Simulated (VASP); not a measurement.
## Ge: relaxation of cell and atoms with PBE

Crystal: Ge.

```
Ge
1.0
     2.99628   -1.98031    0.00000
     2.99628    1.98031    0.00000
     0.00000    0.00000    8.07819
Ge
4
Direct
  0.85000 0.15000 0.11700
  0.65000 0.35000 0.61700
  0.15000 0.85000 0.88300
  0.35000 0.65000 0.38300
```

```
Program                : VASP 6.6.1
Task                   : relaxation of cell and atoms
Functional             : PBE
Potentials or basis    : VASP PAW PBE potentials, release 64 (Ge_d)
Cutoff                 : 600 eV
k mesh                 : 6 × 6 × 2
Occupations            : gaussian, width 0.1 eV
Spin                   : no spin polarisation
Dipole correction      : no
Further INCAR settings : ALGO = Normal; EDIFF = 1e-06; IBRION = 2; EDIFFG = -0.04; NSW = 90; ISIF = 3
```

```
Relaxed volume                        : 19.40 Å³/atom
Relaxed cell                          : a = 3.179 Å, b = 3.179 Å, c = 7.805 Å, α = 90.00°, β = 90.00°, γ = 79.73°
Space group after relaxing (to 0.1 Å) : Fmmm (No. 69)
Energy gained by relaxing             : 469.4 meV/atom
Ionic steps                           : 37
Pressure after relaxing               : 0.0 GPa
Largest force after relaxing          : 0.021 eV/Å
Band gap on the k mesh                : zero (bands 28 and 29 overlap by 4.93 eV)
```

Forces in eV/Å, atoms in the order of the input:
```
Ge   0.000  0.000 -0.021
Ge   0.000  0.000 -0.021
Ge   0.000  0.000  0.021
Ge   0.000  0.000  0.021
```

Stress tensor (GPa, compression positive):
```
-0.03  0.00  0.00
 0.00  0.31  0.00
 0.00  0.00 -0.16
```

Step by step:
```tsv
step	energy change (eV)	largest force (eV/Å)	pressure (GPa)	volume (Å³)
1	0.0000	3.2601	0.32	95.86
2	-1.0875	0.4642	-5.83	96.28
3	-1.1080	0.3621	-5.84	96.30
4	-1.1419	0.2280	-5.78	96.31
5	-1.2040	0.0753	-5.58	96.29
6	-1.5053	0.5465	0.31	83.64
7	-1.5053	0.5404	0.29	83.75
8	-1.5887	0.3241	0.33	82.24
9	-1.6075	0.3161	0.67	81.33
10	-1.6070	0.2218	1.39	79.43
11	-1.6172	0.2751	1.09	80.39
12	-1.6404	0.1830	-0.94	82.49
13	-1.6408	0.1710	-1.25	82.83
14	-1.6625	0.1601	-1.36	82.18
15	-1.6830	0.2156	-1.22	81.27
16	-1.6881	0.3915	-0.45	79.41
17	-1.6972	0.2676	-0.86	80.40
18	-1.7197	0.3048	-0.42	79.33
19	-1.7464	0.4742	2.17	76.14
20	-1.7486	0.4293	1.44	76.90
21	-1.7715	0.4184	1.60	76.61
22	-1.8102	0.3848	2.18	75.72
23	-1.8128	0.3841	2.43	75.37
24	-1.8403	0.2922	1.16	76.58
25	-1.8535	0.2061	-0.18	77.93
26	-1.8544	0.1825	-0.55	78.34
27	-1.8599	0.1454	-0.35	78.14
28	-1.8662	0.0941	-0.14	77.82
29	-1.8690	0.1069	0.33	77.18
30	-1.8695	0.0897	0.29	77.33
31	-1.8714	0.0900	0.04	77.60
32	-1.8731	0.0819	-0.54	78.26
33	-1.8742	0.0723	-0.39	78.17
34	-1.8752	0.0600	-0.30	78.08
35	-1.8759	0.0340	-0.21	77.89
36	-1.8771	0.0259	-0.01	77.71
37	-1.8775	0.0214	0.04	77.62
```

Final structure:
```xyz
4
Lattice="2.4403 -2.0377 0.0000 2.4403 2.0377 0.0000 0.0000 0.0000 7.8047" Properties=species:S:1:pos:R:3 pbc="T T T"
Ge    2.4403   -1.0191    0.9784
Ge    2.4403   -1.0187    4.8807
Ge    2.4403    1.0191    6.8262
Ge    2.4403    1.0187    2.9239
```

Levels at points of the mesh, in eV from the Fermi level:
| k point | band 25 | band 26 | band 27 | band 28 | band 29 | band 30 | band 31 | band 32 |
| --- | --- | --- | --- | --- | --- | --- | --- | --- |
| (0.00, 0.00, 0.00) | -2.91 | 0.85 | 2.52 | 3.43 | 3.48 | 4.26 | 4.26 | 4.70 |
| (0.50, 0.00, 0.00) | -5.16 | -5.16 | 0.83 | 0.83 | 0.99 | 0.99 | 4.17 | 4.17 |
| (0.50, 0.50, 0.00) | -4.52 | -3.51 | -2.55 | -2.51 | -0.92 | -0.87 | -0.01 | 0.01 |
| (0.00, 0.00, 0.50) | 0.95 | 0.95 | 1.51 | 1.51 | 3.10 | 3.10 | 6.48 | 6.48 |
| (0.50, 0.00, 0.50) | -3.02 | -3.02 | -3.02 | -3.02 | 3.84 | 3.84 | 3.84 | 3.84 |
| (0.50, 0.50, 0.50) | -4.42 | -4.42 | -2.85 | -2.85 | -0.18 | -0.18 | 0.50 | 0.50 |

Wall time 64 min on 1 thread of Intel Xeon 8259CL, with other jobs on the host, peak memory 0.29 GiB.

Caveat: the k points lie up to 0.40 Å⁻¹ apart in the final cell, too coarse for converged energies and pressures of a metal; the volume moved by over 15 % at a fixed basis, so the end points are rough.
